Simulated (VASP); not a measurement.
# Al3Ag (Pm-3m) in VASP: notebook, part 2 of 2

VASP 6.6.1.

### Step 3. Single point, LDA

This run uses another cell than the first one, of 15.64 Å³/atom, 1.045 times its volume.

INCAR

```
ALGO = Normal
EDIFF = 1E-6
ENCUT = 520
GGA = CA
ISIF = 2
ISMEAR = 1
LASPH = True
LCHARG = False
LREAL = False
LWAVE = False
NBANDS = 18
NELM = 80
PREC = Accurate
SIGMA = 0.15
```

KPOINTS

```
k-points
0
Gamma
  6 6 6
```

POSCAR

```
Al3Ag
1.0
    3.9696310201      0.0000000000      0.0000000000
    0.0000000000      3.9696310201      0.0000000000
    0.0000000000      0.0000000000      3.9696310201
Al Ag
3 1
Direct
    0.0000000000      0.5000000000      0.5000000000
    0.5000000000      0.0000000000      0.5000000000
    0.5000000000      0.5000000000      0.0000000000
    0.0000000000      0.0000000000      0.0000000000
```

Potentials or basis: VASP PAW LDA potentials, release 64 (Al, Ag).

The run is started by

```
$ cat potpaw_LDA.64/Al/POTCAR potpaw_LDA.64/Ag/POTCAR > POTCAR
$ mpirun -np 1 vasp_std > vasp.out
```

OUTCAR:

```text
EDIFF = 1E-6
   ENCUT = 520
   GGA = CA
   ISIF = 2
   ISMEAR = 1
   LASPH = True
   LREAL = False
   NELM = 80
   PREC = Accurate

 ion  position               nearest neighbor table
   1  0.000  0.500  0.500-   2 2.81   3 2.81   4 2.81   3 2.81   4 2.81   2 2.81   4 2.81   4 2.81
                             2 2.81   3 2.81   3 2.81   2 2.81
   2  0.500  0.000  0.500-   1 2.81   3 2.81   4 2.81   3 2.81   4 2.81   1 2.81   3 2.81   3 2.81
                             1 2.81   4 2.81   4 2.81   1 2.81
   3  0.500  0.500  0.000-   1 2.81   2 2.81   4 2.81   1 2.81   2 2.81   2 2.81   4 2.81   2 2.81
                             1 2.81   4 2.81   1 2.81   4 2.81
   4  0.000  0.000  0.000-   1 2.81   2 2.81   3 2.81   1 2.81   2 2.81   1 2.81   3 2.81   1 2.81
                             2 2.81   3 2.81   2 2.81   3 2.81

  LATTYP: Found a simple cubic cell.
 ALAT       =     3.9696310201

  Lattice vectors:

 A1 = (   3.9696310201,   0.0000000000,   0.0000000000)
 A2 = (   0.0000000000,   3.9696310201,   0.0000000000)
 A3 = (   0.0000000000,   0.0000000000,   3.9696310201)

Analysis of symmetry for initial positions (statically):
=====================================================================
 Subroutine PRICEL returns:
 Original cell was already a primitive cell.

 Routine SETGRP: Setting up the symmetry group for a
 simple cubic supercell.

 Subroutine GETGRP returns: Found 48 space group operations
 (whereof 48 operations were pure point group operations)
 out of a pool of 48 trial point group operations.

The static configuration has the point symmetry O_h .

Analysis of symmetry for dynamics (positions and initial velocities):
=====================================================================
 Subroutine PRICEL returns:
 Original cell was already a primitive cell.

 Routine SETGRP: Setting up the symmetry group for a
 simple cubic supercell.

 Subroutine GETGRP returns: Found 48 space group operations
 (whereof 48 operations were pure point group operations)
[... 123 lines left out ...]
  Fermi-wavevector in a.u.,A,eV,Ry     =   1.119441  2.115437 17.050127  1.253149
  Thomas-Fermi vector in A             =   2.256080
   LORBIT       =      0    0 simple, 1 ext, 2 COOP (PROOUT), +10 PAW based schemes
   GGA     = CA    functional components
   LHFCALC =     F    Hartree Fock is set to
   AEXX    =    0.0000 exact exchange contribution
   IVDW    =     0    specifies the selected vdW correction
   LEPSILON=     F    determine dielectric tensor
   LRPA    =     F    only Hartree local field effects (RPA)
 non-spin polarized calculation
 Methfessel and Paxton  Order N= 1 SIGMA  =   0.15
  energy-cutoff  :      520.00
  volume of cell :       62.55
 maximum number of plane-waves:      1743
 NGX is ok and might be reduce to    30
   NGX = 15   NGY = 15   NGZ = 15

 number of electron      20.0000001 magnetization

 Free energy of the ion-electron system (eV)
  ---------------------------------------------------
  ext. energy  EPLUGINS =         0.00000000
  ---------------------------------------------------
  free energy    TOTEN  =       -16.22981445 eV

  energy without entropy =      -16.22676609  energy(sigma->0) =      -16.22879833

 E-fermi :   9.1008     XC(G=0): -11.1826

 val. band max:        9.0603221170   @ k =   0.3333   0.1667   0.0000
 cond. band min:       9.1170060196   @ k =   0.1667   0.0000   0.0000
 fundamental gap:      0.0566839026
 Fermi energy:         9.1008373071

 k-point     1 :       0.0000    0.0000    0.0000
  band No.  band energies     occupation
      1      -2.1832      2.00000
      2       2.4089      2.00000
      3       2.4089      2.00000
      4       3.1947      2.00000
      5       3.1947      2.00000
      6       3.1947      2.00000
[... 397 lines left out ...]
      5       3.5214      2.00000
      6       4.0952      2.00000
[... 10 lines left out ...]
     17      20.5390      0.00000
     18      20.5919      0.00000

------------------------ aborting loop because EDIFF is reached ----------------------------------------

  FORCE on cell =-STRESS in cart. coord.  units (eV):
  Direction    XX          YY          ZZ          XY          YZ          ZX
  --------------------------------------------------------------------------------------
  -------------------------------------------------------------------------------------
  Total        0.8270255      0.8270255      0.8270255     -0.0000000     -0.0000000      0.0000000
  in kB       21.1825888     21.1825888     21.1825888     -0.0000000     -0.0000000      0.0000000
  external PRESSURE =      21.1825888 kB  Pullay stress =       0.0000000 kB

 VOLUME and BASIS-vectors are now :
 -----------------------------------------------------------------------------
  energy-cutoff  :      520.00
  volume of cell :       62.55
      direct lattice vectors                 reciprocal lattice vectors
     3.969631020  0.000000000  0.000000000     0.251912582  0.000000000  0.000000000
     0.000000000  3.969631020  0.000000000     0.000000000  0.251912582  0.000000000
     0.000000000  0.000000000  3.969631020     0.000000000  0.000000000  0.251912582

 POSITION                                       TOTAL-FORCE (eV/Angst)
 -----------------------------------------------------------------------------------
      0.00000      1.98482      1.98482         0.000000      0.000000      0.000000
      1.98482      0.00000      1.98482         0.000000      0.000000      0.000000
      1.98482      1.98482      0.00000         0.000000      0.000000      0.000000
      0.00000      0.00000      0.00000         0.000000      0.000000      0.000000
 -----------------------------------------------------------------------------------
    total drift:                                0.000000     -0.000000      0.000000

  FREE ENERGIE OF THE ION-ELECTRON SYSTEM (eV)
  ---------------------------------------------------
  free  energy   TOTEN  =       -16.2298144480 eV

  energy  without entropy=      -16.2267660868  energy(sigma->0) =      -16.22879833
```

OSZICAR:

```text
N       E                     dE             d eps       ncg     rms          rms(c)
DAV:   1     0.624267055199E+02    0.62427E+02   -0.82881E+03   736   0.948E+02
DAV:   2    -0.155157384558E+02   -0.77942E+02   -0.73059E+02   824   0.183E+02
DAV:   3    -0.175216590083E+02   -0.20059E+01   -0.19886E+01   938   0.280E+01
DAV:   4    -0.175333800094E+02   -0.11721E-01   -0.11701E-01   846   0.227E+00
DAV:   5    -0.175334745397E+02   -0.94530E-04   -0.94529E-04   900   0.221E-01    0.898E+00
DAV:   6    -0.164247303474E+02    0.11087E+01   -0.67739E+00   754   0.316E+01    0.810E+00
DAV:   7    -0.162676545803E+02    0.15708E+00   -0.60567E-01   776   0.977E+00    0.337E+00
DAV:   8    -0.162357829358E+02    0.31872E-01   -0.65382E-02   788   0.232E+00    0.600E-01
DAV:   9    -0.162298516173E+02    0.59313E-02   -0.12514E-02   798   0.146E+00    0.132E-01
DAV:  10    -0.162298198553E+02    0.31762E-04   -0.67088E-04   826   0.168E-01    0.724E-02
DAV:  11    -0.162298164411E+02    0.34142E-05   -0.17056E-05   834   0.390E-02    0.316E-02
DAV:  12    -0.162298148797E+02    0.15614E-05   -0.75105E-07   470   0.665E-03    0.104E-02
DAV:  13    -0.162298144480E+02    0.43174E-06   -0.12634E-06   462   0.149E-02
   1 F= -.16229814E+02 E0= -.16228798E+02  d E =-.304836E-02
```

stdout:

```text
POSCAR found type information on POSCAR AlAg
 POSCAR found :  2 types and       4 ions
 scaLAPACK will be used
 LDA part: xc-table for (Slater(with rela. corr.)+CA(PZ))
 , standard interpolation
 POSCAR, INCAR and KPOINTS ok, starting setup
 FFT: planning ... GRIDC
 FFT: planning ... GRID_SOFT
 FFT: planning ... GRID
 WAVECAR not read
 entering main loop
```

Run time: 23 s. Hardware: 1 thread of Intel Xeon Platinum 8375C at 2.90GHz (Ice Lake), shared host; peak memory 0.15 GiB.

Results:

```
Free energy            : -16.2298 eV
Pressure               : 2.1 GPa
Band gap on the k mesh : zero (band 10 reaches 11.27 eV, above the bottom of band 11 at 6.82 eV)
```

### Step 4. Single point, LDA

This run uses another cell than the first one, of 16.32 Å³/atom, 1.091 times its volume.

INCAR

```
  ALGO = Normal
  EDIFF = 1E-6
  ENCUT = 520
  ISIF = 2
  ISMEAR = 1
  LASPH = T
  LCHARG = F
  LREAL = F
  LWAVE = F
  NBANDS = 18
  NELM = 100
  PREC = Accurate
  SIGMA = 0.15
```

KPOINTS is that of step 3.

POSCAR

```
Al3Ag
1.0
    4.0263476974      0.0000000000      0.0000000000
    0.0000000000      4.0263476974      0.0000000000
    0.0000000000      0.0000000000      4.0263476974
Al Ag
3 1
Direct
    0.0000000000      0.5000000000      0.5000000000
    0.5000000000      0.0000000000      0.5000000000
    0.5000000000      0.5000000000      0.0000000000
    0.0000000000      0.0000000000      0.0000000000
```

The run is started by

```
$ cat potpaw_LDA.64/Al/POTCAR potpaw_LDA.64/Ag/POTCAR > POTCAR
$ mpirun -np 1 vasp_std > vasp.out
```

It took 22 s on 1 thread of Intel Xeon Platinum 8375C at 2.90GHz (Ice Lake), shared host; peak memory 0.15 GiB.

It converged, with:

```
Free energy            : -16.2294 eV
Pressure               : -2.1 GPa
Band gap on the k mesh : zero (band 10 reaches 10.77 eV, above the bottom of band 11 at 6.24 eV)
```

Levels at points of the mesh, in eV from the Fermi level:
```
           k point  band 6  band 7  band 8  band 9  band 10  band 11  band 12  band 13  band 14  band 15
(0.00, 0.00, 0.00)   -5.73   -2.51   -2.51   -2.51    -0.37     0.33     0.33     5.27     5.27     5.27
(0.50, 0.00, 0.00)   -5.70   -5.31    0.10    0.10     0.32     0.32     0.70     0.77     2.66     3.04
(0.50, 0.50, 0.00)   -6.00   -5.44   -4.54   -4.26     0.99     3.00     3.00     3.05     3.05     3.29
(0.50, 0.50, 0.50)   -4.83   -3.95   -3.95   -3.95    -2.35    -2.35    -2.35    -2.22    10.97    10.97
```

### Step 5. Single point, LDA

This run uses another cell than the first one, of 17.00 Å³/atom, 1.136 times its volume.

INCAR

```
PREC     = Accurate       # precision mode
ENCUT    = 520            # plane-wave cutoff, eV
EDIFF    = 1E-6           # SCF threshold, eV
ISMEAR   = 1              # smearing method
SIGMA    = 0.15           # smearing width, eV
LREAL    = False          # projectors in reciprocal space
LASPH    = True           # aspherical terms in the spheres
NELM     = 60             # most SCF steps
ALGO     = Normal         # electronic algorithm
ISIF     = 2              # what is computed and relaxed
LWAVE    = False          # write WAVECAR
LCHARG   = False          # write CHGCAR
NBANDS   = 18             # bands
```

KPOINTS

```
regular mesh
0
Gamma
  6 6 6
```

POSCAR

```
Al3Ag
1.0
    4.0815100000      0.0000000000      0.0000000000
    0.0000000000      4.0815100000      0.0000000000
    0.0000000000      0.0000000000      4.0815100000
Al Ag
3 1
Direct
    0.0000000000      0.5000000000      0.5000000000
    0.5000000000      0.0000000000      0.5000000000
    0.5000000000      0.5000000000      0.0000000000
    0.0000000000      0.0000000000      0.0000000000
```

Potentials or basis: VASP PAW LDA potentials, release 64 (Al, Ag).

The run is started by

```
$ cat potpaw_LDA.64/Al/POTCAR potpaw_LDA.64/Ag/POTCAR > POTCAR
$ mpirun -np 1 vasp_std > vasp.out
```

OUTCAR:

```text
PREC = Accurate
   ENCUT = 520
   EDIFF = 1E-6
   ISMEAR = 1
   LREAL = False
   LASPH = True
   NELM = 60
   ISIF = 2

 ion  position               nearest neighbor table
   1  0.000  0.500  0.500-   2 2.89   3 2.89   4 2.89   3 2.89   4 2.89   2 2.89   4 2.89   4 2.89
                             2 2.89   3 2.89   3 2.89   2 2.89
   2  0.500  0.000  0.500-   1 2.89   3 2.89   4 2.89   3 2.89   4 2.89   1 2.89   3 2.89   3 2.89
                             1 2.89   4 2.89   4 2.89   1 2.89
   3  0.500  0.500  0.000-   1 2.89   2 2.89   4 2.89   1 2.89   2 2.89   2 2.89   4 2.89   2 2.89
                             1 2.89   4 2.89   1 2.89   4 2.89
   4  0.000  0.000  0.000-   1 2.89   2 2.89   3 2.89   1 2.89   2 2.89   1 2.89   3 2.89   1 2.89
                             2 2.89   3 2.89   2 2.89   3 2.89

  LATTYP: Found a simple cubic cell.
 ALAT       =     4.0815100000

  Lattice vectors:

 A1 = (   4.0815100000,   0.0000000000,   0.0000000000)
 A2 = (   0.0000000000,   4.0815100000,   0.0000000000)
 A3 = (   0.0000000000,   0.0000000000,   4.0815100000)

Analysis of symmetry for initial positions (statically):
=====================================================================
 Subroutine PRICEL returns:
 Original cell was already a primitive cell.

 Routine SETGRP: Setting up the symmetry group for a
 simple cubic supercell.

 Subroutine GETGRP returns: Found 48 space group operations
 (whereof 48 operations were pure point group operations)
 out of a pool of 48 trial point group operations.

The static configuration has the point symmetry O_h .

Analysis of symmetry for dynamics (positions and initial velocities):
=====================================================================
 Subroutine PRICEL returns:
 Original cell was already a primitive cell.

 Routine SETGRP: Setting up the symmetry group for a
[... 122 lines left out ...]
   IALGO  =     38    algorithm
   IMIX   =      4    mixing-type and parameters
     AMIX     =   0.40;   BMIX     =  1.00
     AMIX_MAG =   1.60;   BMIX_MAG =  1.00
  volume/ion in A,a.u.               =      17.00       114.71
  Fermi-wavevector in a.u.,A,eV,Ry     =   1.088756  2.057451 16.128210  1.185390
  Thomas-Fermi vector in A             =   2.224945
   LORBIT       =      0    0 simple, 1 ext, 2 COOP (PROOUT), +10 PAW based schemes
   GGA     = CA    functional components
   LHFCALC =     F    Hartree Fock is set to
   AEXX    =    0.0000 exact exchange contribution
   IVDW    =     0    specifies the selected vdW correction
   LEPSILON=     F    determine dielectric tensor
   LRPA    =     F    only Hartree local field effects (RPA)
 non-spin polarized calculation
 Methfessel and Paxton  Order N= 1 SIGMA  =   0.15
  energy-cutoff  :      520.00
  volume of cell :       67.99
 maximum number of plane-waves:      1856
   NGX = 15   NGY = 15   NGZ = 15

 number of electron      19.9999999 magnetization

 Free energy of the ion-electron system (eV)
  ---------------------------------------------------
  ext. energy  EPLUGINS =         0.00000000
  ---------------------------------------------------
  free energy    TOTEN  =       -16.16595538 eV

  energy without entropy =      -16.16732452  energy(sigma->0) =      -16.16641176

 E-fermi :   8.1249     XC(G=0): -10.8253

 val. band max:        8.0673452625   @ k =   0.3333   0.1667   0.0000
 cond. band min:       8.1284996203   @ k =   0.1667   0.0000   0.0000
 fundamental gap:      0.0611543578
 Fermi energy:         8.1248603237

 k-point     1 :       0.0000    0.0000    0.0000
  band No.  band energies     occupation
      1      -2.5641      2.00000
      2       1.8611      2.00000
      3       1.8611      2.00000
      4       2.5528      2.00000
      5       2.5528      2.00000
      6       2.5528      2.00000
[... 397 lines left out ...]
      5       2.8288      2.00000
      6       3.4566      2.00000
[... 10 lines left out ...]
     17      18.7900      0.00000
     18      18.7900      0.00000

------------------------ aborting loop because EDIFF is reached ----------------------------------------

  FORCE on cell =-STRESS in cart. coord.  units (eV):
  Direction    XX          YY          ZZ          XY          YZ          ZX
  --------------------------------------------------------------------------------------
  -------------------------------------------------------------------------------------
  Total       -2.2706927     -2.2706927     -2.2706927     -0.0000000      0.0000000     -0.0000000
  in kB      -53.5064755    -53.5064755    -53.5064755     -0.0000000      0.0000000     -0.0000000
  external PRESSURE =     -53.5064755 kB  Pullay stress =       0.0000000 kB

 VOLUME and BASIS-vectors are now :
 -----------------------------------------------------------------------------
  energy-cutoff  :      520.00
  volume of cell :       67.99
      direct lattice vectors                 reciprocal lattice vectors
     4.081510000  0.000000000  0.000000000     0.245007362  0.000000000  0.000000000
     0.000000000  4.081510000  0.000000000     0.000000000  0.245007362  0.000000000
     0.000000000  0.000000000  4.081510000     0.000000000  0.000000000  0.245007362

 POSITION                                       TOTAL-FORCE (eV/Angst)
 -----------------------------------------------------------------------------------
      0.00000      2.04075      2.04075         0.000000      0.000000      0.000000
      2.04075      0.00000      2.04075         0.000000      0.000000      0.000000
      2.04075      2.04075      0.00000         0.000000      0.000000      0.000000
      0.00000      0.00000      0.00000         0.000000      0.000000      0.000000
 -----------------------------------------------------------------------------------
    total drift:                                0.000000     -0.000000      0.000000

  FREE ENERGIE OF THE ION-ELECTRON SYSTEM (eV)
  ---------------------------------------------------
  free  energy   TOTEN  =       -16.1659553786 eV

  energy  without entropy=      -16.1673245244  energy(sigma->0) =      -16.16641176
```

Wall time 20 s (1 thread of Intel Xeon Platinum 8375C at 2.90GHz (Ice Lake), shared host); peak memory 0.15 GiB.

What came out:

```yaml
Free_energy: -16.1660 eV
Pressure: -5.4 GPa
Band_gap_on_the_k_mesh: zero (band 10 reaches 10.18 eV, above the bottom of band 11 at 5.71 eV)
```

### Step 6. Summary

| cell | gap on the mesh (eV) | pressure (GPa) |
| --- | --- | --- |
| a = 3.911 Å, 4 atoms | none | 7.4 |
| a = 3.970 Å, 4 atoms | none | 2.1 |
| a = 4.026 Å, 4 atoms | none | -2.1 |
| a = 4.082 Å, 4 atoms | none | -5.4 |

Alike in all rows: task single point; level LDA; potentials or basis VASP PAW LDA potentials, release 64 (Al, Ag); no spin polarisation; k mesh 6 × 6 × 6; cutoff (eV) 520; smearing methfessel-paxton 0.15 eV.

Absolute energies hang on the potentials; compare differences alone.
